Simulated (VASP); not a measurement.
Here is a VASP 6.6.1 calculation.

POSCAR

```
Cd
1.0
    2.9788700000      0.0000000000      0.0000000000
   -1.4894350000      2.5797770946      0.0000000000
    0.0000000000      0.0000000000      5.6176500000
Cd
2
Direct
    0.6666666667      0.3333333333      0.7500000000
    0.3333333333      0.6666666667      0.2500000000
```

INCAR.step1

```
SYSTEM = Cd
ALGO = Normal
EDIFF = 1E-4
ENCUT = 520
GGA = PE
ISMEAR = -1
LASPH = .TRUE.
LCHARG = .FALSE.
LREAL = .FALSE.
LWAVE = .TRUE.
NBANDS = 19
NELM = 80
PREC = Accurate
SIGMA = 0.05
```

The input INCAR.step2:

```
SYSTEM = Cd
ALGO = Normal
EDIFF = 1E-7
ENCUT = 520
ISIF = 2
ISMEAR = -1
ISTART = 1
LASPH = .TRUE.
LCHARG = .FALSE.
LMIXTAU = .TRUE.
LREAL = .FALSE.
LWAVE = .FALSE.
METAGGA = R2SCAN
NBANDS = 19
NELM = 80
PREC = Accurate
SIGMA = 0.05
```

Contents of KPOINTS:

```
k-points
0
G
  10 10 5
  0 0 0
```

Potentials or basis: VASP PAW PBE potentials, release 64 (Cd).

Command:

```sh
$ cat potpaw_PBE.64/Cd/POTCAR > POTCAR
$ cp INCAR.step1 INCAR
$ mpirun -np 1 vasp_std > vasp.out
$ cp INCAR.step2 INCAR
$ mpirun -np 1 vasp_std > vasp.out
```

Q: Predict the pressure.

A: 0.9 GPa.

Q: Estimate the band gap on the k mesh.

A: Zero (band 12 reaches 4.04 eV, above the bottom of band 13 at -0.15 eV).

Stress tensor (GPa, compression positive):
```
1.00 0.00 0.00
0.00 1.00 0.00
0.00 0.00 0.66
```

Caveat: the PAW data sets were made with another functional, which shifts forces and pressure a little.
